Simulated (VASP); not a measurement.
The system is GaAs.

```xyz
2
Lattice="0.0000 2.8268 2.8268 2.8268 0.0000 2.8268 2.8268 2.8268 0.0000" Properties=species:S:1:pos:R:3 pbc="T T T"
Ga    0.0000    0.0000    0.0000
As    4.2403    4.2403    4.2403
```

Base run:

```yaml
Program: VASP 6.6.1
Functional: PBEsol
Potentials_or_basis: VASP PAW PBE potentials, release 64 (Ga_d, As)
Cutoff: 500 eV
k_mesh: 11 × 11 × 11
Occupations: fermi-dirac, width 0.05 eV
Spin: no spin polarisation
```

Its results: band gap on the k mesh 0.46 eV, direct; pressure 0.4 GPa.

**Question.** After a change of settings the same cell gave: band gap on the k mesh 0.52 eV, direct; pressure 3.5 GPa. Which change was it?
A. functional from PBEsol to r2SCAN; cutoff from 500 eV to 550 eV
B. functional from PBEsol to LDA; potentials or basis from VASP PAW PBE potentials, release 64 (Ga_d, As) to VASP PAW LDA potentials, release 64 (Ga_d, As)
C. functional from PBEsol to PBE; cutoff from 500 eV to 520 eV; further incar settings from ALGO = Normal; EDIFF = 1e-06; NBANDS = 16 to ALGO = Normal; EDIFF = 1e-08; NBANDS = 16

**Answer.** C.

Caveats: the PAW data sets were made with another functional, which shifts forces and pressure a little (some runs).
